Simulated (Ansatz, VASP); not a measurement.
**Two plane-wave programs on ZrN**

INCAR

```
PREC = Accurate
ENCUT = 600
EDIFF = 1E-6
ISMEAR = 0
SIGMA = 0.1
LREAL = False
LASPH = True
NELM = 120
ALGO = Normal
ISIF = 2
LWAVE = False
LCHARG = False
GGA = PE
NBANDS = 16
GGA_COMPAT = False
```

KPOINTS

```
regular mesh
0
Gamma
  20 20 20
```

Contents of POSCAR:

```
ZrN
1.0
    0.0000000000      2.3200749686      2.3200749686
    2.3200749686      0.0000000000      2.3200749686
    2.3200749686      2.3200749686      0.0000000000
Zr N
1 1
Direct
    0.0000000000      0.0000000000      0.0000000000
    0.5000000000      0.5000000000      0.5000000000
```

Input for Ansatz:

```yaml
crystal:
  lattice:
    - [0.0, 2.3200749686, 2.3200749686]
    - [2.3200749686, 0.0, 2.3200749686]
    - [2.3200749686, 2.3200749686, 0.0]
  atoms:
    - { symbol: Zr, position: [0.0, 0.0, 0.0] }
    - { symbol: "N", position: [0.5, 0.5, 0.5] }
basis:
  ecutwfc: 420
kpoints:
  mp_grid: { grid: [20, 20, 20] }
hamiltonian:
  xc: pbe
scf:
  occupations: { method: gaussian, width: 0.1 }
output:
  forces: true
  stress: true
  eigenvalues: true
  write_density: true
  write_potential: true
  elf: true
  volumetric_format: npy
```

Alike in both runs: task single point; functional PBE; k mesh 20 × 20 × 20; occupations gaussian, width 0.1 eV; no spin polarisation.

|  | VASP | Ansatz |
| --- | --- | --- |
| version | VASP 6.6.1 | Ansatz 0.2.0 |
| potentials or method | VASP PAW PBE potentials, release 64 (Zr_sv, N), cutoff 600 eV | scalar-relativistic, plane waves, PAW |
| valence electrons in the cell | 17 | 17 |

```csv
,VASP,Ansatz,Ansatz less VASP
gap on the k mesh at the Fermi level (eV),none,none,-
pressure (GPa),-6.8,-6.9,-0.13
```

A gap of «none» marks a metal or a gap that the smearing closes.
